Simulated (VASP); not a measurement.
## Hf4C: single point with PBE

Crystal: Hf4C.

```xyz
5
Lattice="6.0259 0.0000 0.0000 -3.0130 5.2186 0.0000 0.0000 0.0000 4.0964" Properties=species:S:1:pos:R:3 pbc="T T T"
Hf    3.0130    0.0000    0.0000
Hf   -1.5065    2.6093    0.0000
Hf    1.5065    2.6093    0.0000
Hf    0.0000    0.0000    0.0000
C     0.0000    0.0000    2.0482
```

The cell was generated, and may not be a known phase.

- Program: VASP 6.6.1
- Task: single point
- Functional: PBE
- Potentials or basis: VASP PAW PBE potentials, release 64 (Hf_pv, C)
- Cutoff: 520 eV
- k mesh: 6 × 6 × 10
- Occupations: gaussian, width 0.1 eV
- Spin: no spin polarisation

```yaml
Pressure: -0.1 GPa
Band_gap_on_the_k_mesh: zero (bands 22 and 23 overlap by 0.48 eV)
```

Stress tensor (GPa, compression positive):
```
-0.27  0.00  0.00
 0.00 -0.27  0.00
 0.00  0.00  0.37
```

Levels at points of the mesh, in eV from the Fermi level:
| k point | band 20 | band 21 | band 22 | band 23 | band 24 | band 25 |
| --- | --- | --- | --- | --- | --- | --- |
| (0.00, 0.00, 0.00) | -1.05 | -0.36 | -0.26 | -0.26 | 0.48 | 0.48 |
| (0.50, 0.00, 0.00) | -0.64 | -0.03 | 0.20 | 0.37 | 0.40 | 0.46 |
| (0.00, 0.00, 0.50) | -2.42 | -1.70 | -0.25 | 1.62 | 1.62 | 1.63 |
| (0.50, 0.00, 0.50) | -0.53 | -0.37 | -0.20 | -0.04 | -0.01 | 0.14 |

Run time: 77 s on 1 thread of Intel(R) Xeon(R) 6975P-C (Granite Rapids), on a shared host, peak memory 0.32 GiB.

Caveat: spin-orbit coupling is left out, which moves the levels of the heavy elements.
